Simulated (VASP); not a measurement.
Lu, 1 atom in the cell. It takes space group Fm-3m (No. 225, cubic). The conventional cell has a = 4.679 Å, b = 4.679 Å, c = 4.679 Å, α = 90.00°, β = 90.00°, γ = 90.00°. Lu (site symmetry m-3m) has 12 Lu at 3.31 Å within 4.4 Å. This isn't the form of Lu at room conditions, which is hcp.

```yaml
Program: VASP 6.6.1
Task: single point
Functional: LDA
Potentials_or_basis: VASP PAW PBE potentials, release 64 (Lu)
Cutoff: 600 eV
k_mesh: 9 × 9 × 9
Occupations: gaussian, width 0.1 eV
Spin: no spin polarisation
Dipole_correction: no
Further_INCAR_settings: ALGO = Normal; EDIFF = 1e-06; NBANDS = 18
```

Potentials or basis: VASP PAW PBE potentials, release 64 (Lu).

Command:

```sh
$ cat potpaw_PBE.64/Lu/POTCAR > POTCAR
$ mpirun -np 1 vasp_std > vasp.out
```

Hardware: 1 thread of Intel Xeon 8259CL, with other jobs on the host.

**Question.** Estimate the wall time of this run.

**Answer.** Wall time 24 s on 1 thread of Intel Xeon 8259CL, on a shared host, peak memory 0.17 GiB. Counts: scf iterations 11, k points 35.
